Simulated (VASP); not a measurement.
Here is a VASP 6.6.1 calculation.

The input INCAR:

```
SYSTEM = Si2Ni
ALGO = Normal ; EDIFF = 1E-7
ENCUT = 520 ; GGA = PE
ISIF = 2 ; ISMEAR = -1
ISPIN = 2 ; LASPH = .True.
LCHARG = .True. ; LELF = .True.
LMAXMIX = 4 ; LORBIT = 11
LREAL = .False. ; LVHAR = .True.
LWAVE = .False. ; MAGMOM = 0.5 0 0
NBANDS = 20 ; NELM = 150
NUPDOWN = 0.5 ; PREC = Accurate
SIGMA = 0.05
```

File KPOINTS:

```
k-points
0
Gamma
  7 7 7
  0 0 0
```

Contents of POSCAR:

```
Si2Ni
1.0
    0.0000000000      2.7030000000      2.7030000000
    2.7030000000      0.0000000000      2.7030000000
    2.7030000000      2.7030000000      0.0000000000
Ni Si
1 2
Direct
    0.0000000000      0.0000000000      0.0000000000
    0.7500000000      0.7500000000      0.7500000000
    0.2500000000      0.2500000000      0.2500000000
```

Potentials or basis: VASP PAW PBE potentials, release 64 (Ni, Si).

Command:

```console
$ cat potpaw_PBE.64/Ni/POTCAR potpaw_PBE.64/Si/POTCAR > POTCAR
$ mpirun -np 1 vasp_std > vasp.out
```

Q: Estimate the pressure.

A: 4.4 GPa.

Caveat: the total moment is fixed, so each spin has its own Fermi level.
